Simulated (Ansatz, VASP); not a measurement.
# One calculation of SiC, two programs

File INCAR:

```
SYSTEM = SiC
  PREC = Accurate
  ENCUT = 600
  EDIFF = 1E-6
  ISMEAR = -1
  SIGMA = 0.05
  LREAL = .False.
  LASPH = .True.
  NELM = 120
  ALGO = Normal
  ISIF = 2
  LWAVE = .False.
  LCHARG = .False.
  GGA = B5
  ALDAX = 1.0
  AGGAX = 1.0
  AGGAC = 1.0
  ALDAC = 0.0
  IVDW = 13
  VDW_S6 = 1.0
  VDW_S8 = 2.34076671
  VDW_A1 = 0.44488865
  VDW_A2 = 4.0933009
  NBANDS = 11
  GGA_COMPAT = .False.
```

The input KPOINTS:

```
Automatic mesh
0
Gamma
  10 10 10
  0 0 0
```

File POSCAR:

```
SiC
1.0
    0.0000000000      2.1934308841      2.1934308841
    2.1934308841      0.0000000000      2.1934308841
    2.1934308841      2.1934308841      0.0000000000
Si C
1 1
Direct
    0.0000000000      0.0000000000      0.0000000000
    0.7500000000      0.7500000000      0.7500000000
```

File input.yaml:

```yaml
crystal:
  lattice:
    - [0.0, 2.1934308841, 2.1934308841]
    - [2.1934308841, 0.0, 2.1934308841]
    - [2.1934308841, 2.1934308841, 0.0]
  atoms:
    - { symbol: Si, position: [0.0, 0.0, 0.0] }
    - { symbol: C, position: [0.75, 0.75, 0.75] }
hamiltonian:
  xc: blyp
  pseudopotentials: { kind: paw }
  dispersion: d4
kpoints:
  mp_grid: { grid: [10, 10, 10] }
scf:
  occupations: { method: fermi_dirac, width: 0.05 }
output:
  forces: true
  stress: true
  eigenvalues: true
  write_density: true
  write_potential: true
  elf: true
  volumetric_format: npy
```

Alike in both runs: task single point; functional BLYP; dispersion D4; k mesh 10 × 10 × 10; occupations fermi-dirac, width 0.05 eV; no spin polarisation.

|  | VASP | Ansatz |
| --- | --- | --- |
| version | VASP 6.6.1 | Ansatz 0.2.0 |
| potentials or method | VASP PAW PBE potentials, release 64 (Si, C) | Ansatz PAW |
| plane-wave cutoff (eV) | 600 | 420 |
| valence electrons in the cell | 8 | 8 |

Ansatz gave:

- gap on the k mesh at the Fermi level (eV): 1.72
- least direct gap on the mesh (eV): 4.80
- pressure (GPa): -4.9

Problem. Which values does VASP return?

Solution. gap on the k mesh at the Fermi level (eV): 1.72; least direct gap on the mesh (eV): 4.81; pressure (GPa): -4.4.

VASP's potentials were made for PBE, not for BLYP.
